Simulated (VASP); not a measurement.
# Tl (P6_3/mmc) in VASP: single point with PBE

Aim: the single point of Tl with PBE.

Program: VASP 6.6.1. These are calculated values, not measurements. Logs are shortened: lines on timing, memory, paths and dates and some standing lists are left out, and cuts for length are marked.

## (1) The cell of the first run

Symmetry: P6_3/mmc, No. 194, hexagonal system. The conventional cell has a = 3.460 Å, b = 3.460 Å, c = 5.533 Å, α = 90.00°, β = 90.00°, γ = 120.00°. Within 4.5 Å of Tl (site symmetry -6m2) lie 12 Tl at 3.41 to 3.46 Å.

## (2) Single point, PBE

The input, INCAR:

```
  PREC = Accurate
  ENCUT = 520
  EDIFF = 1E-7
  ISMEAR = 0
  SIGMA = 0.05
  LREAL = F
  LASPH = T
  NELM = 100
  ALGO = Normal
  ISIF = 2
  LWAVE = F
  LCHARG = F
  GGA = PE
  NBANDS = 20
```

The input, KPOINTS:

```
regular mesh
0
Gamma
  12 12 6
```

The input, POSCAR:

```
Tl
1.0
    3.4600006282      0.0000000000      0.0000000000
   -1.7300003141      2.9964484412      0.0000000000
    0.0000000000      0.0000000000      5.5325410045
Tl
2
Direct
    0.3333333333      0.6666666667      0.7500000000
    0.6666666667      0.3333333333      0.2500000000
```

Potentials or basis: VASP PAW PBE potentials, release 64 (Tl_d).

On the command line:

```sh
$ cat potpaw_PBE.64/Tl_d/POTCAR > POTCAR
$ mpirun -np 1 vasp_std > vasp.out
```

OUTCAR:

```text
PREC = Accurate
   ENCUT = 520
   EDIFF = 1E-7
   ISMEAR = 0
   LREAL = F
   LASPH = T
   NELM = 100
   ISIF = 2
   GGA = PE

 ion  position               nearest neighbor table
   1  0.333  0.667  0.750-   2 3.41   2 3.41   2 3.41   2 3.41   2 3.41   2 3.41
   2  0.667  0.333  0.250-   1 3.41   1 3.41   1 3.41   1 3.41   1 3.41   1 3.41

  LATTYP: Found a hexagonal cell.
 ALAT       =     3.4600006282
 C/A-ratio  =     1.5990000000

  Lattice vectors:

 A1 = (   3.4600006282,   0.0000000000,   0.0000000000)
 A2 = (  -1.7300003141,   2.9964484412,   0.0000000000)
 A3 = (   0.0000000000,   0.0000000000,   5.5325410045)

Analysis of symmetry for initial positions (statically):
=====================================================================
 Subroutine PRICEL returns:
 Original cell was already a primitive cell.

 Routine SETGRP: Setting up the symmetry group for a
 hexagonal supercell.

 Subroutine GETGRP returns: Found 24 space group operations
 (whereof 12 operations were pure point group operations)
 out of a pool of 24 trial point group operations.

The static configuration has the point symmetry D_3d.
 The point group associated with its full space group is D_6h.

Analysis of symmetry for dynamics (positions and initial velocities):
=====================================================================
 Subroutine PRICEL returns:
 Original cell was already a primitive cell.

 Routine SETGRP: Setting up the symmetry group for a
 hexagonal supercell.

 Subroutine GETGRP returns: Found 24 space group operations
 (whereof 12 operations were pure point group operations)
 out of a pool of 24 trial point group operations.

The dynamic configuration has the point symmetry D_3d.
 The point group associated with its full space group is D_6h.

 Subroutine INISYM returns: Found 24 space group operations
 (whereof 12 operations are pure point group operations),
 and found     1 'primitive' translations

----------------------------------------------------------------------------------------

                                     Primitive cell

  volume of cell :      57.3598

  direct lattice vectors                    reciprocal lattice vectors
     3.460000628  0.000000000  0.000000000     0.289017289  0.166864209  0.000000000
    -1.730000314  2.996448441  0.000000000     0.000000000  0.333728419  0.000000000
     0.000000000  0.000000000  5.532541004     0.000000000  0.000000000  0.180748773

  length of vectors
     3.460000628  3.460000628  5.532541004     0.333728419  0.333728419  0.180748773

  position of ions in fractional coordinates (direct lattice)
     0.333333333  0.666666667  0.750000000
     0.666666667  0.333333333  0.250000000

  ion indices of the primitive-cell ions
   primitive index   ion index
                 1           1
                 2           2

----------------------------------------------------------------------------------------

 KPOINTS: regular mesh

Automatic generation of k-mesh.
 Grid dimensions read from file:
 generate k-points for:   12   12    6

 Generating k-lattice:

  Cartesian coordinates                     Fractional coordinates (reciprocal lattice)
     0.024084774  0.013905351  0.000000000     0.083333333  0.000000000  0.000000000
     0.000000000  0.027810702  0.000000000     0.000000000  0.083333333  0.000000000
     0.000000000  0.000000000  0.030124796     0.000000000  0.000000000  0.166666667

  Length of vectors
     0.027810702  0.027810702  0.030124796

  Shift w.r.t. Gamma in fractional coordinates (k-lattice)
     0.000000000  0.000000000  0.000000000

 Subroutine IBZKPT returns following result:
 ===========================================

 Found     76 irreducible k-points:

 Following reciprocal coordinates:
            Coordinates               Weight
  0.000000  0.000000  0.000000      1.000000
  0.083333  0.000000  0.000000      6.000000
  0.166667  0.000000  0.000000      6.000000
  0.250000 -0.000000  0.000000      6.000000
  0.333333  0.000000  0.000000      6.000000
  0.416667 -0.000000  0.000000      6.000000
[... 16 lines left out ...]
  0.250000 -0.000000  0.166667     12.000000
  0.333333  0.000000  0.166667     12.000000
 [... further k-points ...]
   k-points           NKPTS =     76   k-points in BZ     NKDIM =     76   number of bands    NBANDS=     20
   number of dos      NEDOS =    301   number of ions     NIONS =      2
   total plane-waves  NPLWV =  32928
   dimension x,y,z NGX =    28 NGY =   28 NGZ =   42
   dimension x,y,z NGXF=    56 NGYF=   56 NGZF=   84
   ions per type =               2
   NGX,Y,Z   is equivalent  to a cutoff of  13.45, 13.45, 12.62 a.u.
   NGXF,Y,Z  is equivalent  to a cutoff of  26.91, 26.91, 25.24 a.u.
 SYSTEM =  unknown system
   PREC   = accura    normal or accurate (medium, high low for compatibility)
   ISTART =      0    job   : 0-new  1-cont  2-samecut
   ICHARG =      2    charge: 1-file 2-atom 10-const
   ISPIN  =      1    spin polarized calculation?
   LNONCOLLINEAR =      F non collinear calculations
   LSORBIT =      F    spin-orbit coupling
   LASPH  =      T    aspherical Exc in radial PAW
   ENCUT  =  520.0 eV  38.22 Ry    6.18 a.u.   6.43  6.43 10.29*2*pi/ulx,y,z
   NELM   =    100;   NELMIN=  2; NELMDL= -5     # of ELM steps
   EDIFF  = 0.1E-06   stopping-criterion for ELM
   LREAL  =      F    real-space projection
   EDIFFG = 0.1E-05   stopping-criterion for IOM
   NSW    =      0    number of steps for IOM
   IBRION =     -1    ionic relax: 0-MD 1-quasi-New 2-CG
   NFREE  =      0    steps in history (QN), initial steepest desc. (CG)
   ISIF   =      2    stress and relaxation
   ISYM   =      2    0-nonsym 1-usesym 2-fastsym
   POTIM  = 0.5000    time-step for ionic-motion
   TEBEG  =    0.0;   TEEND  =   0.0 temperature during run
   PSTRESS=    0.0 pullay stress
   NELECT =      26.0000    total number of electrons
   NUPDOWN=      -1.0000    fix difference up-down
   EMIN   =  10.00;   EMAX   =-10.00  energy-range for DOS
   EFERMI =   0.00;   METHOD = LEGACY
   ISMEAR =     0;   SIGMA  =   0.05  broadening in eV -4-tet -1-fermi 0-gaus
   EFERMI_NEDOS =   21; number of points for ismear=-14 and -15
   IALGO  =     38    algorithm
   IMIX   =      4    mixing-type and parameters
     AMIX     =   0.40;   BMIX     =  1.00
     AMIX_MAG =   1.60;   BMIX_MAG =  1.00
  volume/ion in A,a.u.               =      28.68       193.54
  Fermi-wavevector in a.u.,A,eV,Ry     =   1.257564  2.376451 21.517165  1.581467
  Thomas-Fermi vector in A             =   2.391217
   LORBIT       =      0    0 simple, 1 ext, 2 COOP (PROOUT), +10 PAW based schemes
   GGA     = PE    functional components
   LHFCALC =     F    Hartree Fock is set to
   AEXX    =    0.0000 exact exchange contribution
   IVDW    =     0    specifies the selected vdW correction
   LEPSILON=     F    determine dielectric tensor
   LRPA    =     F    only Hartree local field effects (RPA)
 non-spin polarized calculation
 Gauss-broadening in eV      SIGMA  =   0.05
  energy-cutoff  :      520.00
  volume of cell :       57.36
 maximum number of plane-waves:      1566
 NGX is ok and might be reduce to    28
   NGX = 13   NGY = 13   NGZ = 21

 number of electron      26.0000004 magnetization

 Free energy of the ion-electron system (eV)
  ---------------------------------------------------
  ext. energy  EPLUGINS =         0.00000000
  ---------------------------------------------------
  free energy    TOTEN  =        -4.41073331 eV

  energy without entropy =       -4.41018694  energy(sigma->0) =       -4.41046013

 E-fermi :   6.5317     XC(G=0): -10.1748

 val. band max:        6.4641541547   @ k =   0.2500   0.2500   0.0000
 cond. band min:       6.5705072337   @ k =   0.2500   0.1667   0.0000
 fundamental gap:      0.1063530790
 Fermi energy:         6.5317287741

 k-point     1 :       0.0000    0.0000    0.0000
  band No.  band energies     occupation
      1      -5.2544      2.00000
      2      -5.0278      2.00000
      3      -5.0129      2.00000
      4      -5.0129      2.00000
      5      -4.9600      2.00000
      6      -4.9600      2.00000
[... 12 lines left out ...]
     19      17.3550      0.00000
     20      17.4323      0.00000

 k-point     2 :       0.0833    0.0000    0.0000
  band No.  band energies     occupation
      1      -5.2315      2.00000
      2      -5.0593      2.00000
      3      -4.9835      2.00000
      4      -4.9759      2.00000
      5      -4.9605      2.00000
      6      -4.9325      2.00000
[... 12 lines left out ...]
     19      17.4571      0.00000
     20      18.0145      0.00000

 k-point     3 :       0.1667    0.0000    0.0000
  band No.  band energies     occupation
      1      -5.2096      2.00000
      2      -5.0699      2.00000
      3      -4.9786      2.00000
      4      -4.9614      2.00000
      5      -4.9413      2.00000
      6      -4.9022      2.00000
[... 12 lines left out ...]
     19      16.8779      0.00000
     20      18.3830      0.00000

 k-point     4 :       0.2500   -0.0000    0.0000
  band No.  band energies     occupation
      1      -5.2538      2.00000
      2      -5.0640      2.00000
      3      -5.0416      2.00000
      4      -4.9843      2.00000
      5      -4.9536      2.00000
      6      -4.8064      2.00000
[... 12 lines left out ...]
     19      16.1874      0.00000
     20      17.5408      0.00000

 k-point     5 :       0.3333    0.0000    0.0000
  band No.  band energies     occupation
      1      -5.3148      2.00000
      2      -5.1302      2.00000
      3      -5.1015      2.00000
      4      -5.0241      2.00000
      5      -4.8882      2.00000
      6      -4.7913      2.00000
[... 12 lines left out ...]
     19      15.4423      0.00000
     20      16.8784      0.00000
[... 353 lines left out ...]
      6      -4.9482      2.00000
[... 12 lines left out ...]
     19      16.9257      0.00000
     20      17.7372      0.00000

 k-point    22 :       0.1667    0.0000    0.1667
  band No.  band energies     occupation
      1      -5.1977      2.00000
      2      -5.0605      2.00000
      3      -5.0195      2.00000
      4      -4.9884      2.00000
      5      -4.9682      2.00000
      6      -4.8723      2.00000
[... 12 lines left out ...]
     19      16.3347      0.00000
     20      17.7169      0.00000

 k-point    23 :       0.2500   -0.0000    0.1667
  band No.  band energies     occupation
      1      -5.2417      2.00000
      2      -5.1010      2.00000
      3      -5.0472      2.00000
      4      -4.9701      2.00000
      5      -4.9418      2.00000
      6      -4.8159      2.00000
[... 12 lines left out ...]
     19      15.7314      0.00000
     20      16.9923      0.00000

 k-point    24 :       0.3333    0.0000    0.1667
  band No.  band energies     occupation
      1      -5.2990      2.00000
      2      -5.1835      2.00000
      3      -5.0811      2.00000
      4      -4.9973      2.00000
      5      -4.8996      2.00000
      6      -4.8285      2.00000
[... 12 lines left out ...]
     19      15.1684      0.00000
     20      16.4063      0.00000

 [... further k-points ...]
[... 5 lines left out ...]
  --------------------------------------------------------------------------------------
  -------------------------------------------------------------------------------------
  Total        1.2088219      1.2088219      0.9457351      0.0000000     -0.0000000      0.0000000
  in kB       33.7648850     33.7648851     26.4163286      0.0000000     -0.0000000      0.0000000
  external PRESSURE =      31.3153662 kB  Pullay stress =       0.0000000 kB

 VOLUME and BASIS-vectors are now :
 -----------------------------------------------------------------------------
  energy-cutoff  :      520.00
  volume of cell :       57.36
      direct lattice vectors                 reciprocal lattice vectors
     3.460000628  0.000000000  0.000000000     0.289017289  0.166864209  0.000000000
    -1.730000314  2.996448441  0.000000000     0.000000000  0.333728419  0.000000000
     0.000000000  0.000000000  5.532541004     0.000000000  0.000000000  0.180748773

 POSITION                                       TOTAL-FORCE (eV/Angst)
 -----------------------------------------------------------------------------------
     -0.00000      1.99763      4.14941        -0.000000      0.000000      0.000000
      1.73000      0.99882      1.38314         0.000000     -0.000000      0.000000
 -----------------------------------------------------------------------------------
    total drift:                                0.000000     -0.000000      0.000000

  FREE ENERGIE OF THE ION-ELECTRON SYSTEM (eV)
  ---------------------------------------------------
  free  energy   TOTEN  =        -4.4107333137 eV

  energy  without entropy=       -4.4101869428  energy(sigma->0) =       -4.41046013
```

It took 65 s on 1 thread of AMD EPYC 7R13 (Zen 3), shared host; peak memory 0.18 GiB.

What came out:

```yaml
Free_energy: -4.4107 eV
Pressure: 3.1 GPa
Band_gap_on_the_k_mesh: zero (band 13 reaches 10.04 eV, above the bottom of band 14 at 4.28 eV)
```

Levels at points of the mesh, in eV from the Fermi level:
| k point | band 9 | band 10 | band 11 | band 12 | band 13 | band 14 | band 15 | band 16 | band 17 | band 18 |
| --- | --- | --- | --- | --- | --- | --- | --- | --- | --- | --- |
| (0.00, 0.00, 0.00) | -11.09 | -11.09 | -10.01 | -5.10 | -2.81 | 7.98 | 7.98 | 10.05 | 10.05 | 10.30 |
| (0.50, 0.00, 0.00) | -11.05 | -11.04 | -5.77 | -4.68 | -0.69 | 0.52 | 1.36 | 3.81 | 3.89 | 8.19 |
| (0.00, 0.00, 0.50) | -11.20 | -11.20 | -8.58 | -8.58 | 3.36 | 3.36 | 8.95 | 8.95 | 8.95 | 8.95 |
| (0.50, 0.00, 0.50) | -11.06 | -11.06 | -4.71 | -4.71 | -2.25 | -2.25 | 5.56 | 5.56 | 6.15 | 6.15 |

Caveat: spin-orbit coupling is left out, which moves the levels of the heavy elements.
